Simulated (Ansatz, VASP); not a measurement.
**Two plane-wave programs on NaF**

INCAR

```
SYSTEM = NaF
PREC = Accurate ; ENCUT = 520
EDIFF = 1E-7 ; ISMEAR = 0
SIGMA = 0.05 ; LREAL = .False.
LASPH = .True. ; NELM = 80
ALGO = Normal ; ISIF = 2
LWAVE = .False. ; LCHARG = .True.
LELF = .True. ; LVHAR = .True.
NBANDS = 14
```

KPOINTS

```
Automatic mesh
0
Gamma
  4 4 4
  0 0 0
```

File POSCAR:

```
NaF
1.0
    0.0000000000      2.3233000000      2.3233000000
    2.3233000000      0.0000000000      2.3233000000
    2.3233000000      2.3233000000      0.0000000000
Na F
1 1
Direct
    0.0000000000      0.0000000000      0.0000000000
    0.4784788878      0.4784788878      0.4910856634
```

Input for Ansatz:

```yaml
crystal:
  lattice:
    - [0.0, 2.3233, 2.3233]
    - [2.3233, 0.0, 2.3233]
    - [2.3233, 2.3233, 0.0]
  atoms:
    - { symbol: Na, position: [0.0, 0.0, 0.0] }
    - { symbol: F, position: [0.4784788878, 0.4784788878, 0.4910856634] }
basis:
  ecutwfc: 420
kpoints:
  mp_grid: { grid: [4, 4, 4] }
hamiltonian:
  xc: lda
scf:
  occupations: { method: gaussian, width: 0.05 }
output:
  forces: true
  stress: true
  eigenvalues: true
```

Alike in both runs: task single point; functional LDA; k mesh 4 × 4 × 4; occupations gaussian, width 0.05 eV; no spin polarisation.

|  | VASP | Ansatz |
| --- | --- | --- |
| version | VASP 6.6.1 | Ansatz 0.2.0 |
| potentials or method | VASP PAW LDA potentials, release 64 (Na_pv, F), cutoff 520 eV | scalar-relativistic, plane waves, PAW |
| valence electrons in the cell | 14 | 16 |

```csv
,VASP,Ansatz,Ansatz less VASP
gap on the k mesh at the Fermi level (eV),5.91,5.93,+0.022
least direct gap on the mesh (eV),5.91,5.93,+0.022
pressure (GPa),-4.1,-4.1,+0.07
"traceless stress, the component that is largest in VASP (GPa)",0.35,0.34,-0.010
rms of the force components (eV/Å),0.153,0.148,-0.0048
```

LDA's correlation is that of Perdew and Zunger in VASP and of Perdew and Wang (1992) in Ansatz. Atom by atom the forces differ by 0.005 eV/Å (rms over components). VASP's potentials hold 14 valence electrons a cell and Ansatz's 16, so a difference there can come from the potentials and not from the codes.

The k mesh is coarse, so the values compare programs but aren't converged.
